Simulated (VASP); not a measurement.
# AgRh (P-6m2) in VASP: further runs

The runs below take AgRh through single point, with PBE.

Program: VASP 6.6.1. These are calculated values, not measurements. Logs are shortened: lines on timing, memory, paths and dates and some standing lists are left out, and cuts for length are marked.

**1. The cell of the first run**

The structure is hexagonal, space group P-6m2 (No. 187). The conventional cell has a = 2.778 Å, b = 2.778 Å, c = 4.809 Å, α = 90.00°, β = 90.00°, γ = 120.00°. Within 3.7 Å of Ag (site symmetry -6m2) lie 6 Ag at 2.78 Å and 6 Rh at 2.89 Å. Within 3.7 Å of Rh (site symmetry -6m2) lie 6 Rh at 2.78 Å and 6 Ag at 2.89 Å.

**2. Single point, PBE**

Contents of INCAR:

```
ALGO     = Normal         # electronic algorithm
EDIFF    = 1E-6           # SCF threshold, eV
ENCUT    = 500            # plane-wave cutoff, eV
GGA      = PE             # functional
GGA_COMPAT= F            
ISIF     = 2              # what is computed and relaxed
ISMEAR   = 1              # smearing method
LASPH    = T              # aspherical terms in the spheres
LCHARG   = F              # write CHGCAR
LREAL    = F              # projectors in reciprocal space
LWAVE    = F              # write WAVECAR
NBANDS   = 20             # bands
NELM     = 120            # most SCF steps
PREC     = Accurate       # precision mode
SIGMA    = 0.1            # smearing width, eV
```

Contents of KPOINTS:

```
k-points
0
Gamma
  3 3 2
```

Contents of POSCAR:

```
AgRh
1.0
    2.7775882000      0.0000000000      0.0000000000
   -1.3887941000      2.4054619400      0.0000000000
    0.0000000000      0.0000000000      4.8086020000
Ag Rh
1 1
Direct
    0.0000000000      0.0000000000      0.5000000000
    0.6666666700      0.3333333300      0.0000000000
```

Potentials or basis: VASP PAW PBE potentials, release 64 (Ag, Rh_pv).

Command:

```bash
cat potpaw_PBE.64/Ag/POTCAR potpaw_PBE.64/Rh_pv/POTCAR > POTCAR
mpirun -np 1 vasp_std > vasp.out
```

OUTCAR:

```text
EDIFF = 1E-6
   ENCUT = 500
   GGA = PE
   ISIF = 2
   ISMEAR = 1
   LASPH = T
   LREAL = F
   NELM = 120
   PREC = Accurate

 ion  position               nearest neighbor table
   1  0.000  0.000  0.500-   2 2.89   2 2.89   2 2.89   2 2.89   2 2.89   2 2.89
   2  0.667  0.333  0.000-   1 2.89   1 2.89   1 2.89   1 2.89   1 2.89   1 2.89

  LATTYP: Found a hexagonal cell.
 ALAT       =     2.7775882000
 C/A-ratio  =     1.7312148720

  Lattice vectors:

 A1 = (   2.7775882000,   0.0000000000,   0.0000000000)
 A2 = (  -1.3887941000,   2.4054619400,   0.0000000000)
 A3 = (   0.0000000000,   0.0000000000,   4.8086020000)

Analysis of symmetry for initial positions (statically):
=====================================================================
 Subroutine PRICEL returns:
 Original cell was already a primitive cell.

 Routine SETGRP: Setting up the symmetry group for a
 hexagonal supercell.

 Subroutine GETGRP returns: Found 12 space group operations
 (whereof 12 operations were pure point group operations)
 out of a pool of 24 trial point group operations.

The static configuration has the point symmetry D_3h.

Analysis of symmetry for dynamics (positions and initial velocities):
=====================================================================
 Subroutine PRICEL returns:
 Original cell was already a primitive cell.

 Routine SETGRP: Setting up the symmetry group for a
 hexagonal supercell.

 Subroutine GETGRP returns: Found 12 space group operations
 (whereof 12 operations were pure point group operations)
 out of a pool of 24 trial point group operations.

The dynamic configuration has the point symmetry D_3h.

 Subroutine INISYM returns: Found 12 space group operations
 (whereof 12 operations are pure point group operations),
 and found     1 'primitive' translations

----------------------------------------------------------------------------------------

                                     Primitive cell

  volume of cell :      32.1281

  direct lattice vectors                    reciprocal lattice vectors
     2.777588200  0.000000000  0.000000000     0.360024571  0.207860283  0.000000000
    -1.388794100  2.405461940  0.000000000     0.000000000  0.415720566  0.000000000
     0.000000000  0.000000000  4.808602000     0.000000000  0.000000000  0.207960651

  length of vectors
     2.777588200  2.777588198  4.808602000     0.415720566  0.415720566  0.207960651

  position of ions in fractional coordinates (direct lattice)
     0.000000000  0.000000000  0.500000000
     0.666666670  0.333333330  0.000000000

  ion indices of the primitive-cell ions
   primitive index   ion index
                 1           1
                 2           2

----------------------------------------------------------------------------------------

 KPOINTS: k-points

Automatic generation of k-mesh.
 Grid dimensions read from file:
 generate k-points for:    3    3    2

 Generating k-lattice:

  Cartesian coordinates                     Fractional coordinates (reciprocal lattice)
     0.120008190  0.069286761  0.000000000     0.333333333  0.000000000  0.000000000
     0.000000000  0.138573522  0.000000000     0.000000000  0.333333333  0.000000000
     0.000000000  0.000000000  0.103980325     0.000000000  0.000000000  0.500000000

  Length of vectors
     0.138573522  0.138573522  0.103980325

  Shift w.r.t. Gamma in fractional coordinates (k-lattice)
     0.000000000  0.000000000  0.000000000

 Subroutine IBZKPT returns following result:
 ===========================================

 Found      6 irreducible k-points:

 Following reciprocal coordinates:
            Coordinates               Weight
  0.000000  0.000000  0.000000      1.000000
  0.333333  0.000000  0.000000      6.000000
  0.333333  0.333333  0.000000      2.000000
  0.000000  0.000000  0.500000      1.000000
  0.333333  0.000000  0.500000      6.000000
  0.333333  0.333333  0.500000      2.000000
   k-points           NKPTS =      6   k-points in BZ     NKDIM =      6   number of bands    NBANDS=     20
   number of dos      NEDOS =    301   number of ions     NIONS =      2
   total plane-waves  NPLWV =  14400
   dimension x,y,z NGX =    20 NGY =   20 NGZ =   36
   dimension x,y,z NGXF=    40 NGYF=   40 NGZF=   72
   ions per type =               1   1
   NGX,Y,Z   is equivalent  to a cutoff of  11.97, 11.97, 12.45 a.u.
   NGXF,Y,Z  is equivalent  to a cutoff of  23.94, 23.94, 24.89 a.u.
 SYSTEM =  unknown system
   PREC   = accura    normal or accurate (medium, high low for compatibility)
   ISTART =      0    job   : 0-new  1-cont  2-samecut
   ICHARG =      2    charge: 1-file 2-atom 10-const
   ISPIN  =      1    spin polarized calculation?
   LNONCOLLINEAR =      F non collinear calculations
   LSORBIT =      F    spin-orbit coupling
   LASPH  =      T    aspherical Exc in radial PAW
   ENCUT  =  500.0 eV  36.75 Ry    6.06 a.u.   5.06  5.06  8.77*2*pi/ulx,y,z
   NELM   =    120;   NELMIN=  2; NELMDL= -5     # of ELM steps
   EDIFF  = 0.1E-05   stopping-criterion for ELM
   LREAL  =      F    real-space projection
[... 7 lines left out ...]
   TEBEG  =    0.0;   TEEND  =   0.0 temperature during run
   PSTRESS=    0.0 pullay stress
   NELECT =      26.0000    total number of electrons
   NUPDOWN=      -1.0000    fix difference up-down
   EMIN   =  10.00;   EMAX   =-10.00  energy-range for DOS
   EFERMI =   0.00;   METHOD = LEGACY
   ISMEAR =     1;   SIGMA  =   0.10  broadening in eV -4-tet -1-fermi 0-gaus
   EFERMI_NEDOS =   21; number of points for ismear=-14 and -15
   IALGO  =     38    algorithm
   IMIX   =      4    mixing-type and parameters
     AMIX     =   0.40;   BMIX     =  1.00
     AMIX_MAG =   1.60;   BMIX_MAG =  1.00
  volume/ion in A,a.u.               =      16.06       108.41
  Fermi-wavevector in a.u.,A,eV,Ry     =   1.525589  2.882945 31.666497  2.327422
  Thomas-Fermi vector in A             =   2.633739
   LORBIT       =      0    0 simple, 1 ext, 2 COOP (PROOUT), +10 PAW based schemes
   GGA     = PE    functional components
   LHFCALC =     F    Hartree Fock is set to
   AEXX    =    0.0000 exact exchange contribution
   IVDW    =     0    specifies the selected vdW correction
   LEPSILON=     F    determine dielectric tensor
   LRPA    =     F    only Hartree local field effects (RPA)
 non-spin polarized calculation
 Methfessel and Paxton  Order N= 1 SIGMA  =   0.10
  energy-cutoff  :      500.00
  volume of cell :       32.13
 maximum number of plane-waves:       825
   NGX = 11   NGY = 11   NGZ = 17

 number of electron      25.9999993 magnetization

 Free energy of the ion-electron system (eV)
  ---------------------------------------------------
  ext. energy  EPLUGINS =         0.00000000
  ---------------------------------------------------
  free energy    TOTEN  =        -8.50674123 eV

  energy without entropy =       -8.48554188  energy(sigma->0) =       -8.49967478

 E-fermi :   9.0254     XC(G=0): -12.7947

 val. band max:        9.0144795916   @ k =   0.0000   0.0000   0.5000
 cond. band min:       9.0306182665   @ k =   0.3333   0.0000   0.0000
 fundamental gap:      0.0161386749
 Fermi energy:         9.0254315302

 k-point     1 :       0.0000    0.0000    0.0000
  band No.  band energies     occupation
      1     -36.8271      2.00000
      2     -36.8271      2.00000
      3     -36.5711      2.00000
      4       1.6743      2.00000
      5       3.0585      2.00000
      6       4.5256      2.00000
[... 12 lines left out ...]
     19      27.6456      0.00000
     20      30.0957      0.00000

 k-point     2 :       0.3333    0.0000    0.0000
  band No.  band energies     occupation
      1     -37.1274      2.00000
      2     -36.9002      2.00000
      3     -36.5300      2.00000
      4       3.0879      2.00000
      5       3.9094      2.00000
      6       4.0055      2.00000
[... 12 lines left out ...]
     19      23.7142      0.00000
     20      24.8008      0.00000

 k-point     3 :       0.3333    0.3333    0.0000
  band No.  band energies     occupation
      1     -37.1076      2.00000
      2     -37.1063      2.00000
      3     -36.5093      2.00000
      4       3.7957      2.00000
      5       4.2023      2.00000
      6       4.3679      2.00000
[... 12 lines left out ...]
     19      20.9770      0.00000
     20      21.5829      0.00000

 k-point     4 :       0.0000    0.0000    0.5000
  band No.  band energies     occupation
      1     -36.8271      2.00000
      2     -36.8271      2.00000
      3     -36.5725      2.00000
      4       2.5563      2.00000
      5       3.6582      2.00000
      6       4.4930      2.00000
[... 12 lines left out ...]
     19      26.2125      0.00000
     20      29.7047      0.00000

 k-point     5 :       0.3333    0.0000    0.5000
  band No.  band energies     occupation
      1     -37.1272      2.00000
      2     -36.9002      2.00000
      3     -36.5302      2.00000
      4       3.1774      2.00000
      5       3.5000      2.00000
      6       4.2673      2.00000
[... 12 lines left out ...]
     19      22.9910      0.00000
     20      25.6906      0.00000

 k-point     6 :       0.3333    0.3333    0.5000
  band No.  band energies     occupation
      1     -37.1072      2.00000
      2     -37.1064      2.00000
      3     -36.5091      2.00000
      4       3.9154      2.00000
      5       4.1998      2.00000
      6       4.4214      2.00000
[... 12 lines left out ...]
     19      17.6412      0.00000
     20      26.5281      0.00000

------------------------ aborting loop because EDIFF is reached ----------------------------------------

  FORCE on cell =-STRESS in cart. coord.  units (eV):
  Direction    XX          YY          ZZ          XY          YZ          ZX
  --------------------------------------------------------------------------------------
  -------------------------------------------------------------------------------------
  Total        1.6895758      1.6895758     -1.3332706      0.0000000      0.0000000     -0.0000000
  in kB       84.2564337     84.2564336    -66.4880644      0.0000000      0.0000000     -0.0000000
  external PRESSURE =      34.0082676 kB  Pullay stress =       0.0000000 kB

 VOLUME and BASIS-vectors are now :
 -----------------------------------------------------------------------------
  energy-cutoff  :      500.00
  volume of cell :       32.13
      direct lattice vectors                 reciprocal lattice vectors
     2.777588200  0.000000000  0.000000000     0.360024571  0.207860283  0.000000000
    -1.388794100  2.405461940  0.000000000     0.000000000  0.415720566  0.000000000
     0.000000000  0.000000000  4.808602000     0.000000000  0.000000000  0.207960651

 POSITION                                       TOTAL-FORCE (eV/Angst)
 -----------------------------------------------------------------------------------
      0.00000      0.00000      2.40430         0.000000     -0.000000      0.000000
      1.38879      0.80182      0.00000        -0.000000      0.000000      0.000000
 -----------------------------------------------------------------------------------
    total drift:                               -0.000015      0.000009      0.000000

  FREE ENERGIE OF THE ION-ELECTRON SYSTEM (eV)
  ---------------------------------------------------
  free  energy   TOTEN  =        -8.5067412261 eV

  energy  without entropy=       -8.4855418759  energy(sigma->0) =       -8.49967478
```

Run time: 13 s. Hardware: 1 thread of Intel Xeon 8259CL, shared host; peak memory 0.14 GiB.

What came out:

| Property | Result |
| --- | --- |
| Free energy | -8.5067 eV |
| Pressure | 3.4 GPa |
| Band gap on the k mesh | zero (band 13 reaches 9.07 eV, above the bottom of band 14 at 9.01 eV) |

Caveat: the k points lie up to 0.87 Å⁻¹ apart.

**3. Single point, PBE**

Contents of INCAR:

```
ALGO = Normal
EDIFF = 1E-6
ENCUT = 500
GGA = PE
GGA_COMPAT = F
ISIF = 2
ISMEAR = 1
LASPH = T
LCHARG = T
LELF = T
LREAL = F
LVHAR = T
LWAVE = F
NBANDS = 20
NELM = 120
PREC = Accurate
SIGMA = 0.1
```

Contents of KPOINTS:

```
k-points
0
Gamma
  4 4 2
```

POSCAR is that of step 2.

Potentials or basis: VASP PAW PBE potentials, release 64 (Ag, Rh_pv).

Command:

```bash
cat potpaw_PBE.64/Ag/POTCAR potpaw_PBE.64/Rh_pv/POTCAR > POTCAR
mpirun -np 1 vasp_std > vasp.out
```

Run time: 14 s. Hardware: 1 thread of Intel Xeon 8259CL, shared host; peak memory 0.14 GiB.

It converged, with:

| Quantity | Value |
| --- | --- |
| Free energy | -9.4341 eV |
| Pressure | -1.8 GPa |
| Band gap on the k mesh | zero (band 13 reaches 10.24 eV, above the bottom of band 14 at 8.70 eV) |

Stress tensor (GPa, compression positive):
```
-2.01  0.00  0.00
 0.00 -2.01  0.00
 0.00  0.00 -1.42
```

Levels at points of the mesh, in eV from the Fermi level:
| k point | band 10 | band 11 | band 12 | band 13 | band 14 | band 15 |
| --- | --- | --- | --- | --- | --- | --- |
| (0.00, 0.00, 0.00) | -3.27 | -1.61 | -1.61 | 0.05 | 0.11 | 0.11 |
| (0.50, 0.00, 0.00) | -2.47 | -1.73 | -0.13 | 1.29 | 1.75 | 3.92 |
| (0.00, 0.00, 0.50) | -3.36 | -2.55 | -1.46 | -1.46 | 0.08 | 0.08 |
| (0.50, 0.00, 0.50) | -1.87 | -0.59 | -0.25 | 1.30 | 1.51 | 2.51 |

Caveat: the k points lie up to 0.65 Å⁻¹ apart.

**4. Single point, PBE**

Contents of INCAR:

```
SYSTEM = AgRh
PREC = Accurate
ENCUT = 500
EDIFF = 1E-6
ISMEAR = 1
SIGMA = 0.1
LREAL = .False.
LASPH = .True.
NELM = 120
ALGO = Normal
ISIF = 2
LWAVE = .False.
LCHARG = .False.
GGA = PE
NBANDS = 20
GGA_COMPAT = .False.
```

Contents of KPOINTS:

```
regular mesh
0
Gamma
  5 5 3
  0 0 0
```

POSCAR is that of step 3.

Command:

```bash
cat potpaw_PBE.64/Ag/POTCAR potpaw_PBE.64/Rh_pv/POTCAR > POTCAR
mpirun -np 1 vasp_std > vasp.out
```

It took 15 s on 1 thread of Intel Xeon 8259CL, shared host; peak memory 0.14 GiB.

It converged, with:

```
Free energy            : -9.4399 eV
Pressure               : -1.9 GPa
Band gap on the k mesh : zero (band 13 reaches 9.26 eV, above the bottom of band 14 at 8.83 eV)
```

Stress tensor (GPa, compression positive):
```
-2.22  0.00  0.00
 0.00 -2.22  0.00
 0.00  0.00 -1.18
```

Levels at points of the mesh, in eV from the Fermi level:
```tsv
k point	band 9	band 10	band 11	band 12	band 13	band 14	band 15	band 16	band 17	band 18
(0.00, 0.00, 0.00)	-3.15	-3.15	-2.05	-2.05	0.04	0.04	0.05	5.22	16.40	17.06
```

Caveat: the k points lie up to 0.52 Å⁻¹ apart.

[end of part 1 of 2]
